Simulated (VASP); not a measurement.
# Re2B3 (R-3m) in VASP: single point with PBE

Aim: the single point of Re2B3 with PBE.

Everything below comes from runs of VASP 6.6.1. Logs are shortened: lines on timing, memory, paths and dates and some standing lists are left out, and cuts for length are marked.

### 1 The cell of the first run

It takes space group R-3m (No. 166, trigonal). The conventional cell has a = 3.039 Å, b = 3.039 Å, c = 17.811 Å, α = 90.00°, β = 90.00°, γ = 120.00°. Re (site symmetry 3m) has 9 B at 2.24 to 2.43 Å and 10 Re at 3.04 to 3.30 Å within 3.3 Å. B (site symmetry -3m) has 6 Re at 2.24 Å and 8 B at 2.86 to 3.04 Å within 3.1 Å. Within 2.3 Å of B (site symmetry 3m) lie 3 B at 1.77 Å and 3 Re at 2.28 Å.

### 2 Single point, PBE

Input file INCAR:

```
SYSTEM = Re2B3
PREC = Accurate ; ENCUT = 560
EDIFF = 1E-6 ; ISMEAR = 0
SIGMA = 0.1 ; LREAL = .FALSE.
LASPH = .TRUE. ; NELM = 120
ALGO = Normal ; ISIF = 2
LWAVE = .FALSE. ; LCHARG = .FALSE.
GGA = PE ; NBANDS = 28
GGA_COMPAT = .FALSE.
```

Input file KPOINTS:

```
Automatic mesh
0
G
  12 12 12
  0 0 0
```

Input file POSCAR:

```
Re2B3
1.0
    1.5194075123      0.8772303362      5.9369370958
   -1.5194075123      0.8772303362      5.9369370958
    0.0000000000     -1.7544606725      5.9369370958
Re B
2 3
Direct
    0.4117960176      0.4117960176      0.4117960176
    0.5882039824      0.5882039824      0.5882039824
    0.0000000000      0.0000000000      0.0000000000
    0.1606204291      0.1606204291      0.1606204291
    0.8393795709      0.8393795709      0.8393795709
```

Potentials or basis: VASP PAW PBE potentials, release 64 (Re_sv_GW, B).

On the command line:

```
$ cat potpaw_PBE.64/Re_sv_GW/POTCAR potpaw_PBE.64/B/POTCAR > POTCAR
$ mpirun -np 1 vasp_std > vasp.out
```

OUTCAR:

```text
SYSTEM = Re2B3
   PREC = Accurate
   ENCUT = 560
   EDIFF = 1E-6
   ISMEAR = 0
   LREAL = .FALSE.
   LASPH = .TRUE.
   NELM = 120
   ISIF = 2
   GGA = PE

 ion  position               nearest neighbor table
   1  0.412  0.412  0.412-   3 2.24   3 2.24   3 2.24   4 2.28   4 2.28   4 2.28   5 2.43   5 2.43
                             5 2.43   2 3.14   2 3.30   2 3.30   2 3.30
   2  0.588  0.588  0.588-   3 2.24   3 2.24   3 2.24   5 2.28   5 2.28   5 2.28   4 2.43   4 2.43
                             4 2.43   1 3.14   1 3.30   1 3.30   1 3.30
   3  0.000  0.000  0.000-   2 2.24   1 2.24   2 2.24   2 2.24   1 2.24   1 2.24
   4  0.161  0.161  0.161-   5 1.77   5 1.77   5 1.77   1 2.28   1 2.28   1 2.28   2 2.43   2 2.43
                             2 2.43
   5  0.839  0.839  0.839-   4 1.77   4 1.77   4 1.77   2 2.28   2 2.28   2 2.28   1 2.43   1 2.43
                             1 2.43

  LATTYP: Found a trigonal (rhomboedric) cell.
 ALAT       =     6.1907474775
 COS(alpha) =     0.8795262703

  Lattice vectors:

 A1 = (   1.5194075123,   0.8772303362,   5.9369370958)
 A2 = (  -1.5194075123,   0.8772303362,   5.9369370958)
 A3 = (   0.0000000000,  -1.7544606725,   5.9369370958)

Analysis of symmetry for initial positions (statically):
=====================================================================
 Subroutine PRICEL returns:
 Original cell was already a primitive cell.

 Routine SETGRP: Setting up the symmetry group for a
 trigonal (rhombohedral) supercell.

 Subroutine GETGRP returns: Found 12 space group operations
 (whereof 12 operations were pure point group operations)
 out of a pool of 12 trial point group operations.

The static configuration has the point symmetry D_3d.

Analysis of symmetry for dynamics (positions and initial velocities):
=====================================================================
 Subroutine PRICEL returns:
 Original cell was already a primitive cell.

 Routine SETGRP: Setting up the symmetry group for a
 trigonal (rhombohedral) supercell.

 Subroutine GETGRP returns: Found 12 space group operations
 (whereof 12 operations were pure point group operations)
 out of a pool of 12 trial point group operations.

The dynamic configuration has the point symmetry D_3d.

 Subroutine INISYM returns: Found 12 space group operations
 (whereof 12 operations are pure point group operations),
 and found     1 'primitive' translations

----------------------------------------------------------------------------------------
[... 94 lines left out ...]
   LNONCOLLINEAR =      F non collinear calculations
   LSORBIT =      F    spin-orbit coupling
   LASPH  =      T    aspherical Exc in radial PAW
   ENCUT  =  560.0 eV  41.16 Ry    6.42 a.u.  11.95 11.95 11.95*2*pi/ulx,y,z
   NELM   =    120;   NELMIN=  2; NELMDL= -5     # of ELM steps
   EDIFF  = 0.1E-05   stopping-criterion for ELM
   LREAL  =      F    real-space projection
[... 7 lines left out ...]
   TEBEG  =    0.0;   TEEND  =   0.0 temperature during run
   PSTRESS=    0.0 pullay stress
   NELECT =      39.0000    total number of electrons
   NUPDOWN=      -1.0000    fix difference up-down
   EMIN   =  10.00;   EMAX   =-10.00  energy-range for DOS
   EFERMI =   0.00;   METHOD = LEGACY
   ISMEAR =     0;   SIGMA  =   0.10  broadening in eV -4-tet -1-fermi 0-gaus
   EFERMI_NEDOS =   21; number of points for ismear=-14 and -15
   IALGO  =     38    algorithm
   IMIX   =      4    mixing-type and parameters
     AMIX     =   0.40;   BMIX     =  1.00
     AMIX_MAG =   1.60;   BMIX_MAG =  1.00
  volume/ion in A,a.u.               =       9.50        64.08
  Fermi-wavevector in a.u.,A,eV,Ry     =   1.533189  2.897308 31.982807  2.350670
  Thomas-Fermi vector in A             =   2.640291
   LORBIT       =      0    0 simple, 1 ext, 2 COOP (PROOUT), +10 PAW based schemes
   GGA     = PE    functional components
   LHFCALC =     F    Hartree Fock is set to
   AEXX    =    0.0000 exact exchange contribution
   IVDW    =     0    specifies the selected vdW correction
   LEPSILON=     F    determine dielectric tensor
   LRPA    =     F    only Hartree local field effects (RPA)
 non-spin polarized calculation
 Gauss-broadening in eV      SIGMA  =   0.10
  energy-cutoff  :      560.00
  volume of cell :       47.48
 maximum number of plane-waves:      1444
   NGX = 23   NGY = 23   NGZ = 23

 number of electron      38.9999998 magnetization

 Free energy of the ion-electron system (eV)
  ---------------------------------------------------
  ext. energy  EPLUGINS =         0.00000000
  ---------------------------------------------------
  free energy    TOTEN  =       -47.65564208 eV

  energy without entropy =      -47.64973884  energy(sigma->0) =      -47.65269046

 E-fermi :  12.6149     XC(G=0): -13.6453

 val. band max:       12.5951955077   @ k =   0.3333   0.2500   0.1667
 cond. band min:      12.6243991585   @ k =   0.4167   0.3333   0.2500
 fundamental gap:      0.0292036508
 Fermi energy:        12.6149353123

 k-point     1 :       0.0000    0.0000    0.0000
  band No.  band energies     occupation
      1     -68.4091      2.00000
      2     -68.4004      2.00000
      3     -30.5172      2.00000
      4     -30.2950      2.00000
      5     -30.0944      2.00000
      6     -30.0944      2.00000
[... 733 lines left out ...]
     27      19.0046      0.00000
     28      20.0312      0.00000

 [... further k-points ...]

------------------------ aborting loop because EDIFF is reached ----------------------------------------

  FORCE on cell =-STRESS in cart. coord.  units (eV):
  Direction    XX          YY          ZZ          XY          YZ          ZX
  --------------------------------------------------------------------------------------
  -------------------------------------------------------------------------------------
  Total       -0.2248212     -0.2248212     -0.2161641      0.0000000      0.0000000      0.0000000
  in kB       -7.5865849     -7.5865849     -7.2944488      0.0000000      0.0000000      0.0000000
  external PRESSURE =      -7.4892062 kB  Pullay stress =       0.0000000 kB

 VOLUME and BASIS-vectors are now :
 -----------------------------------------------------------------------------
  energy-cutoff  :      560.00
  volume of cell :       47.48
      direct lattice vectors                 reciprocal lattice vectors
     1.519407512  0.877230336  5.936937096     0.329075640  0.189991910  0.056145674
    -1.519407512  0.877230336  5.936937096    -0.329075640  0.189991910  0.056145674
     0.000000000 -1.754460673  5.936937096     0.000000000 -0.379983819  0.056145674

 POSITION                                       TOTAL-FORCE (eV/Angst)
 -----------------------------------------------------------------------------------
      0.00000     -0.00000      7.33442        -0.000000      0.000000     -0.005882
      0.00000     -0.00000     10.47639        -0.000000     -0.000000      0.005882
      0.00000      0.00000      0.00000         0.000000     -0.000000      0.000000
      0.00000     -0.00000      2.86078        -0.000000     -0.000000      0.009509
      0.00000     -0.00000     14.95003        -0.000000      0.000000     -0.009509
 -----------------------------------------------------------------------------------
    total drift:                                0.000000      0.000000     -0.000000

  FREE ENERGIE OF THE ION-ELECTRON SYSTEM (eV)
  ---------------------------------------------------
  free  energy   TOTEN  =       -47.6556420796 eV

  energy  without entropy=      -47.6497388432  energy(sigma->0) =      -47.65269046
```

stdout:

```text
POSCAR found type information on POSCAR ReB
 POSCAR found :  2 types and       5 ions
 scaLAPACK will be used
 LDA part: xc-table for (Slater+PW92), standard interpolation
 POSCAR, INCAR and KPOINTS ok, starting setup
 FFT: planning ... GRIDC
 FFT: planning ... GRID_SOFT
 FFT: planning ... GRID
 WAVECAR not read
 entering main loop
```

Wall time 8.4 min (1 thread of Intel Xeon 6975P-C (Granite Rapids), shared host); peak memory 0.5 GiB.

Results:

| Quantity | Value |
| --- | --- |
| Free energy | -47.6556 eV |
| Pressure | -0.7 GPa |
| Largest force | 0.010 eV/Å |
| Band gap on the k mesh | zero (an odd number of electrons rules out a gap without spin polarisation) |

Forces on the atoms (eV/Å):
```
Re   0.000  0.000 -0.006
Re   0.000  0.000  0.006
B    0.000  0.000  0.000
B    0.000  0.000  0.010
B    0.000  0.000 -0.010
```

Levels at points of the mesh, in eV from the Fermi level:
```csv
k point,band 18,band 19,band 20,band 21,band 22,band 23
"(0.00, 0.00, 0.00)",-2.51,-2.20,-1.04,-1.04,0.70,0.70
"(0.50, 0.00, 0.00)",-1.77,0.04,0.65,1.02,2.19,2.21
"(0.50, 0.50, 0.00)",-0.96,-0.91,0.86,1.08,1.26,1.58
"(0.50, 0.50, 0.50)",-2.53,-1.84,-1.84,-1.36,0.59,0.76
```

Caveat: spin-orbit coupling is left out, which moves the levels of the heavy elements; an odd number of electrons without spin polarisation forces a metal; a magnetic or distorted state may lie lower.

The gap in the log of VASP goes by the Fermi energy; the results here count the filled bands.